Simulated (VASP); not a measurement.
Runs of VASP 6.6.1 on PbS. The structure is orthorhombic, space group Cmcm (No. 63). The conventional cell has a = 4.160 Å, b = 11.983 Å, c = 4.279 Å, α = 90.00°, β = 90.00°, γ = 90.00°. Pb (site symmetry m2m) has 5 S at 2.69 to 2.99 Å within 3.5 Å. Within 3.5 Å of S (site symmetry m2m) lie 5 Pb at 2.69 to 2.99 Å. 

```csv
k mesh,gap on the mesh (eV),pressure (GPa),largest force (eV/Å)
3 × 3 × 3,1.68,-1.9,0.23
5 × 5 × 5,1.13,-1.9,(a)
4 × 4 × 4,1.22,-2.0,0.04
4 × 4 × 3,1.13,-2.0,(b)
2 × 2 × 2,1.13,-0.5,0.86
```

Alike in all rows: task single point; level PBEsol; potentials or basis VASP PAW PBE potentials, release 64 (Pb_d, S); no spin polarisation; cell as given; cutoff (eV) 520; smearing fermi-dirac 0.02 eV.

**Question.** Estimate the missing entries.

**Answer.** (a) 0.03; (b) 0.10.

Caveats: some runs use coarse meshes; the PAW data sets were made with another functional, which shifts forces and pressure a little; spin-orbit coupling is left out, which moves the levels of the heavy elements.

A k mesh can miss the band edges, and the runs leave out spin-orbit coupling on Pb.
